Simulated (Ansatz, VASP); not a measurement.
## One calculation of CdSeS4, two programs

```xyz
6
Lattice="4.9739 0.0000 0.0000 0.0000 4.9739 0.0000 0.0000 0.0000 7.0980" Properties=species:S:1:pos:R:3 pbc="T T T"
Cd    2.4870    2.4870    3.5490
Se    0.0000    0.0000    0.0000
S     2.4870    0.0000    5.4149
S     0.0000    2.4870    1.6831
S     2.4870    0.0000    1.6831
S     0.0000    2.4870    5.4149
```

Change from the starting cell: species swapped into the Na4TeSe type (P4/mmm, No. 123).

Alike in both runs: task single point; functional PBE; k mesh 4 × 4 × 4; occupations gaussian, width 0.1 eV; no spin polarisation.

```csv
,VASP,Ansatz
version,VASP 6.6.1,Ansatz 0.2.0
potentials or method,"VASP PAW PBE potentials, release 64 (Cd, Se, S), cutoff 520 eV","scalar-relativistic, plane waves, PAW"
valence electrons in the cell,42,60
```

Ansatz gave:

| Item | Value |
| --- | --- |
| gap on the k mesh at the Fermi level (eV) | none |
| pressure (GPa) | -9.9 |
| rms of the force components (eV/Å) | 0.037 |

What did VASP give for the same quantities?

gap on the k mesh at the Fermi level (eV): none; pressure (GPa): -9.9; rms of the force components (eV/Å): 0.040.

Atom by atom the forces differ by 0.003 eV/Å (rms over components). A gap of «none» marks a metal or a gap that the smearing closes. With one functional, cell and mesh, what is left measures potentials, basis and numerics. VASP's potentials hold 42 valence electrons a cell and Ansatz's 60, so a difference there can come from the potentials and not from the codes.
